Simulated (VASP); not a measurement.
# Hg2Pb (Pn-3m) in VASP: single point with PBE

Aim: the single point of Hg2Pb with PBE.

Everything below comes from runs of VASP 6.6.1. Logs are shortened: lines on timing, memory, paths and dates and some standing lists are left out, and cuts for length are marked.

## (1) The cell of the first run

It takes space group Pn-3m (No. 224, cubic). The conventional cell has a = 6.696 Å, b = 6.696 Å, c = 6.696 Å, α = 90.00°, β = 90.00°, γ = 90.00°. Hg (site symmetry -3m) has 2 Pb at 2.90 Å within 3.8 Å. Within 3.8 Å of Pb (site symmetry -43m) lie 4 Hg at 2.90 Å.

## (2) Single point, PBE

INCAR

```
SYSTEM = Hg2Pb
  ALGO = Fast
  EDIFF = 1E-7
  ENCUT = 520
  GGA = PE
  ISIF = 2
  ISMEAR = 0
  LASPH = .True.
  LCHARG = .False.
  LREAL = .False.
  LWAVE = .False.
  NBANDS = 47
  NELM = 60
  PREC = Accurate
  SIGMA = 0.1
```

KPOINTS

```
k-points
0
Gamma
  6 6 6
  0 0 0
```

POSCAR

```
Hg2Pb
1.0
    6.6958258111      0.0000000000      0.0000000000
    0.0000000000      6.6958258111      0.0000000000
    0.0000000000      0.0000000000      6.6958258111
Hg Pb
4 2
Direct
    0.2500000000      0.2500000000      0.2500000000
    0.2500000000      0.7500000000      0.7500000000
    0.7500000000      0.7500000000      0.2500000000
    0.7500000000      0.2500000000      0.7500000000
    0.0000000000      0.0000000000      0.0000000000
    0.5000000000      0.5000000000      0.5000000000
```

Potentials or basis: VASP PAW PBE potentials, release 64 (Hg, Pb_d).

On the command line:

```
> cat potpaw_PBE.64/Hg/POTCAR potpaw_PBE.64/Pb_d/POTCAR > POTCAR
> mpirun -np 1 vasp_std > vasp.out
```

OUTCAR:

```text
SYSTEM = Hg2Pb
   EDIFF = 1E-7
   ENCUT = 520
   GGA = PE
   ISIF = 2
   ISMEAR = 0
   LASPH = .True.
   LREAL = .False.
   NELM = 60
   PREC = Accurate

 ion  position               nearest neighbor table
   1  0.250  0.250  0.250-   5 2.90   6 2.90
   2  0.250  0.750  0.750-   5 2.90   6 2.90
   3  0.750  0.750  0.250-   5 2.90   6 2.90
   4  0.750  0.250  0.750-   5 2.90   6 2.90
   5  0.000  0.000  0.000-   1 2.90   2 2.90   3 2.90   4 2.90
   6  0.500  0.500  0.500-   1 2.90   2 2.90   3 2.90   4 2.90

  LATTYP: Found a simple cubic cell.
 ALAT       =     6.6958258111

  Lattice vectors:

 A1 = (   6.6958258111,   0.0000000000,   0.0000000000)
 A2 = (   0.0000000000,   6.6958258111,   0.0000000000)
 A3 = (   0.0000000000,   0.0000000000,   6.6958258111)

Analysis of symmetry for initial positions (statically):
=====================================================================
 Subroutine PRICEL returns:
 Original cell was already a primitive cell.

 Routine SETGRP: Setting up the symmetry group for a
 simple cubic supercell.

 Subroutine GETGRP returns: Found 48 space group operations
 (whereof 24 operations were pure point group operations)
 out of a pool of 48 trial point group operations.

The static configuration has the point symmetry T_d .
 The point group associated with its full space group is O_h .

Analysis of symmetry for dynamics (positions and initial velocities):
=====================================================================
 Subroutine PRICEL returns:
 Original cell was already a primitive cell.

 Routine SETGRP: Setting up the symmetry group for a
 simple cubic supercell.

 Subroutine GETGRP returns: Found 48 space group operations
 (whereof 24 operations were pure point group operations)
 out of a pool of 48 trial point group operations.

The dynamic configuration has the point symmetry T_d .
 The point group associated with its full space group is O_h .

 Subroutine INISYM returns: Found 48 space group operations
 (whereof 24 operations are pure point group operations),
 and found     1 'primitive' translations

----------------------------------------------------------------------------------------

                                     Primitive cell

  volume of cell :     300.2012

  direct lattice vectors                    reciprocal lattice vectors
     6.695825811  0.000000000  0.000000000     0.149346776  0.000000000  0.000000000
     0.000000000  6.695825811  0.000000000     0.000000000  0.149346776  0.000000000
     0.000000000  0.000000000  6.695825811     0.000000000  0.000000000  0.149346776

  length of vectors
     6.695825811  6.695825811  6.695825811     0.149346776  0.149346776  0.149346776

  position of ions in fractional coordinates (direct lattice)
     0.250000000  0.250000000  0.250000000
     0.250000000  0.750000000  0.750000000
     0.750000000  0.750000000  0.250000000
     0.750000000  0.250000000  0.750000000
     0.000000000  0.000000000  0.000000000
     0.500000000  0.500000000  0.500000000

  ion indices of the primitive-cell ions
   primitive index   ion index
                 1           1
                 2           2
                 3           3
                 4           4
                 5           5
                 6           6

----------------------------------------------------------------------------------------

 KPOINTS: k-points

Automatic generation of k-mesh.
 Grid dimensions read from file:
 generate k-points for:    6    6    6

 Generating k-lattice:

  Cartesian coordinates                     Fractional coordinates (reciprocal lattice)
     0.024891129  0.000000000  0.000000000     0.166666667  0.000000000  0.000000000
     0.000000000  0.024891129  0.000000000     0.000000000  0.166666667  0.000000000
     0.000000000  0.000000000  0.024891129     0.000000000  0.000000000  0.166666667

  Length of vectors
     0.024891129  0.024891129  0.024891129

  Shift w.r.t. Gamma in fractional coordinates (k-lattice)
     0.000000000  0.000000000  0.000000000

 Subroutine IBZKPT returns following result:
 ===========================================

 Found     20 irreducible k-points:

 Following reciprocal coordinates:
            Coordinates               Weight
  0.000000  0.000000  0.000000      1.000000
  0.166667  0.000000  0.000000      6.000000
  0.333333  0.000000  0.000000      6.000000
  0.500000  0.000000  0.000000      3.000000
  0.166667  0.166667  0.000000     12.000000
  0.333333  0.166667  0.000000     24.000000
[... 12 lines left out ...]
  0.500000  0.500000  0.333333      6.000000
  0.500000  0.500000  0.500000      1.000000
   k-points           NKPTS =     20   k-points in BZ     NKDIM =     20   number of bands    NBANDS=     47
   number of dos      NEDOS =    301   number of ions     NIONS =      6
   total plane-waves  NPLWV = 125000
   dimension x,y,z NGX =    50 NGY =   50 NGZ =   50
   dimension x,y,z NGXF=   100 NGYF=  100 NGZF=  100
   ions per type =               4   2
   NGX,Y,Z   is equivalent  to a cutoff of  12.41, 12.41, 12.41 a.u.
   NGXF,Y,Z  is equivalent  to a cutoff of  24.83, 24.83, 24.83 a.u.
 SYSTEM =  Hg2Pb
   PREC   = accura    normal or accurate (medium, high low for compatibility)
   ISTART =      0    job   : 0-new  1-cont  2-samecut
   ICHARG =      2    charge: 1-file 2-atom 10-const
   ISPIN  =      1    spin polarized calculation?
   LNONCOLLINEAR =      F non collinear calculations
   LSORBIT =      F    spin-orbit coupling
   LASPH  =      T    aspherical Exc in radial PAW
   ENCUT  =  520.0 eV  38.22 Ry    6.18 a.u.  12.45 12.45 12.45*2*pi/ulx,y,z
   NELM   =     60;   NELMIN=  2; NELMDL= -5     # of ELM steps
   EDIFF  = 0.1E-06   stopping-criterion for ELM
   LREAL  =      F    real-space projection
   EDIFFG = 0.1E-05   stopping-criterion for IOM
   NSW    =      0    number of steps for IOM
   IBRION =     -1    ionic relax: 0-MD 1-quasi-New 2-CG
   NFREE  =      0    steps in history (QN), initial steepest desc. (CG)
   ISIF   =      2    stress and relaxation
   ISYM   =      2    0-nonsym 1-usesym 2-fastsym
   POTIM  = 0.5000    time-step for ionic-motion
   TEBEG  =    0.0;   TEEND  =   0.0 temperature during run
   PSTRESS=    0.0 pullay stress
   NELECT =      76.0000    total number of electrons
   NUPDOWN=      -1.0000    fix difference up-down
   EMIN   =  10.00;   EMAX   =-10.00  energy-range for DOS
   EFERMI =   0.00;   METHOD = LEGACY
   ISMEAR =     0;   SIGMA  =   0.10  broadening in eV -4-tet -1-fermi 0-gaus
   EFERMI_NEDOS =   21; number of points for ismear=-14 and -15
   IALGO  =     68    algorithm
   IMIX   =      4    mixing-type and parameters
     AMIX     =   0.40;   BMIX     =  1.00
     AMIX_MAG =   1.60;   BMIX_MAG =  1.00
  volume/ion in A,a.u.               =      50.03       337.64
  Fermi-wavevector in a.u.,A,eV,Ry     =   1.035639  1.957075 14.592914  1.072549
  Thomas-Fermi vector in A             =   2.169992
   LORBIT       =      0    0 simple, 1 ext, 2 COOP (PROOUT), +10 PAW based schemes
   GGA     = PE    functional components
   LHFCALC =     F    Hartree Fock is set to
   AEXX    =    0.0000 exact exchange contribution
   IVDW    =     0    specifies the selected vdW correction
   LEPSILON=     F    determine dielectric tensor
   LRPA    =     F    only Hartree local field effects (RPA)
 non-spin polarized calculation
 RMM-DIIS sequential band-by-band and
 Gauss-broadening in eV      SIGMA  =   0.10
  energy-cutoff  :      520.00
  volume of cell :      300.20
 maximum number of plane-waves:      8144
 NGX is ok and might be reduce to    50
   NGX = 25   NGY = 25   NGZ = 25

 number of electron      76.0000035 magnetization

 Free energy of the ion-electron system (eV)
  ---------------------------------------------------
  ext. energy  EPLUGINS =         0.00000000
  ---------------------------------------------------
  free energy    TOTEN  =        -6.50596396 eV

  energy without entropy =       -6.49067676  energy(sigma->0) =       -6.49832036

 E-fermi :   0.1938     XC(G=0):  -7.0887

 val. band max:        0.1800558644   @ k =   0.5000   0.5000   0.0000
 cond. band min:       0.2180424789   @ k =   0.5000   0.3333   0.3333
 fundamental gap:      0.0379866145
 Fermi energy:         0.1937597944

 k-point     1 :       0.0000    0.0000    0.0000
  band No.  band energies     occupation
      1     -16.2142      2.00000
      2     -16.2142      2.00000
      3     -16.2142      2.00000
      4     -16.1830      2.00000
      5     -16.1830      2.00000
      6     -16.1830      2.00000
[... 39 lines left out ...]
     46       3.9109      0.00000
     47       3.9109      0.00000

 k-point     2 :       0.1667    0.0000    0.0000
  band No.  band energies     occupation
      1     -16.2138      2.00000
      2     -16.2138      2.00000
      3     -16.2122      2.00000
      4     -16.1852      2.00000
      5     -16.1835      2.00000
      6     -16.1835      2.00000
[... 39 lines left out ...]
     46       4.3918      0.00000
     47       4.3918      0.00000

 k-point     3 :       0.3333    0.0000    0.0000
  band No.  band energies     occupation
      1     -16.2129      2.00000
      2     -16.2129      2.00000
      3     -16.2066      2.00000
      4     -16.1910      2.00000
      5     -16.1845      2.00000
      6     -16.1845      2.00000
[... 39 lines left out ...]
     46       3.9969      0.00000
     47       4.1644      0.00000

 k-point     4 :       0.5000    0.0000    0.0000
  band No.  band energies     occupation
      1     -16.2124      2.00000
      2     -16.2124      2.00000
      3     -16.1988      2.00000
      4     -16.1988      2.00000
      5     -16.1850      2.00000
      6     -16.1850      2.00000
[... 739 lines left out ...]
     46       4.7949      0.00000
     47       4.9162      0.00000

 k-point    19 :       0.5000    0.5000    0.3333
  band No.  band energies     occupation
      1     -16.2136      2.00000
      2     -16.2136      2.00000
      3     -16.2119      2.00000
      4     -16.1857      2.00000
      5     -16.1838      2.00000
      6     -16.1838      2.00000
[... 39 lines left out ...]
     46       4.8358      0.00000
     47       5.0160      0.00000

 k-point    20 :       0.5000    0.5000    0.5000
  band No.  band energies     occupation
      1     -16.2139      2.00000
      2     -16.2139      2.00000
      3     -16.2139      2.00000
      4     -16.1836      2.00000
      5     -16.1836      2.00000
      6     -16.1836      2.00000
[... 39 lines left out ...]
     46       4.9299      0.00000
     47       4.9302      0.00000

------------------------ aborting loop because EDIFF is reached ----------------------------------------

  FORCE on cell =-STRESS in cart. coord.  units (eV):
  Direction    XX          YY          ZZ          XY          YZ          ZX
  --------------------------------------------------------------------------------------
  -------------------------------------------------------------------------------------
  Total        0.0194705      0.0194705      0.0194705      0.0000000      0.0000000     -0.0000000
  in kB        0.1039144      0.1039144      0.1039144      0.0000000      0.0000000     -0.0000000
  external PRESSURE =       0.1039144 kB  Pullay stress =       0.0000000 kB

 VOLUME and BASIS-vectors are now :
 -----------------------------------------------------------------------------
  energy-cutoff  :      520.00
  volume of cell :      300.20
      direct lattice vectors                 reciprocal lattice vectors
     6.695825811  0.000000000  0.000000000     0.149346776  0.000000000  0.000000000
     0.000000000  6.695825811  0.000000000     0.000000000  0.149346776  0.000000000
     0.000000000  0.000000000  6.695825811     0.000000000  0.000000000  0.149346776

 POSITION                                       TOTAL-FORCE (eV/Angst)
 -----------------------------------------------------------------------------------
      1.67396      1.67396      1.67396         0.000000      0.000000      0.000000
      1.67396      5.02187      5.02187        -0.000000     -0.000000      0.000000
      5.02187      5.02187      1.67396        -0.000000     -0.000000     -0.000000
      5.02187      1.67396      5.02187        -0.000000      0.000000     -0.000000
      0.00000      0.00000      0.00000         0.000000     -0.000000     -0.000000
      3.34791      3.34791      3.34791         0.000000     -0.000000     -0.000000
 -----------------------------------------------------------------------------------
    total drift:                               -0.000000      0.000000     -0.000000

  FREE ENERGIE OF THE ION-ELECTRON SYSTEM (eV)
  ---------------------------------------------------
  free  energy   TOTEN  =        -6.5059639591 eV

  energy  without entropy=       -6.4906767646  energy(sigma->0) =       -6.49832036
```

It took 10 min on 1 thread of AMD EPYC 7R43 (Zen 3), shared host; peak memory 0.46 GiB.

What came out:

* Free energy: -6.5060 eV
* Pressure: 0.0 GPa
* Band gap on the k mesh: zero (band 38 reaches 0.18 eV, above the bottom of band 39 at -0.22 eV)

Levels at points of the mesh, in eV from the Fermi level:
```csv
k point,band 34,band 35,band 36,band 37,band 38,band 39,band 40,band 41,band 42,band 43
"(0.00, 0.00, 0.00)",-3.50,-3.50,-1.36,-0.18,-0.18,-0.18,1.22,1.22,3.50,3.50
"(0.50, 0.00, 0.00)",-3.48,-3.13,-3.13,-0.20,-0.20,2.03,2.03,2.11,2.11,2.81
"(0.50, 0.50, 0.00)",-3.97,-2.67,-2.67,-0.01,-0.01,1.06,1.06,1.42,1.42,3.99
"(0.50, 0.50, 0.50)",-3.81,-3.81,-0.99,-0.99,-0.99,-0.41,2.80,2.80,2.80,4.10
```

Caveat: spin-orbit coupling is left out, which moves the levels of the heavy elements.
